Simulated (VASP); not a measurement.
Runs of VASP 6.6.1 on CO2. The structure is that of space group I-42d (No. 122), or close to it. The cells are those of the table. 

```tsv
task	cell	k mesh	cutoff (eV)	smearing	gap on the mesh (eV)	pressure (GPa)	relaxed volume (Å³/atom)	largest force (eV/Å)
single point	a = 4.099 Å, angles 122.2, 122.2, 86.3°, 6 atoms	6 × 6 × 6	520	gaussian 0.1 eV	7.64	1.4	-	0.06
single point	a = 4.099 Å, angles 122.1, 122.1, 86.3°, 6 atoms	8 × 8 × 8	520	gaussian 0.02 eV	7.64	1.3	-	(b)
relaxation of cell and atoms	relaxed from a = 4.099 Å, angles 122.2, 122.2, 86.3°, 6 atoms	8 × 8 × 8	600	gaussian 0.02 eV	7.63	0.0	7.85	-
single point	a = 4.664 Å, angles 121.2, 121.2, 87.9°, 6 atoms	6 × 6 × 6	520	gaussian 0.1 eV	(a)	-28.0	-	0.38
relaxation of cell and atoms	relaxed from a = 4.664 Å, angles 121.2, 121.2, 87.9°, 6 atoms	6 × 6 × 6	600	gaussian 0.1 eV	7.64	0.2	7.85	0.01
```

Alike in all rows: level PBE; potentials or basis VASP PAW PBE potentials, release 64 (C, O); no spin polarisation.

Question: Estimate the missing entries.

Answer: (a) 4.35; (b) 0.07.

Caveats: the volume moved by over 15 % at a fixed basis, so the end points are rough (some runs); the relaxation stopped at a loose force limit of 0.05 eV/Å, so its end isn't a converged minimum (some runs).

A k mesh can miss the band edges.
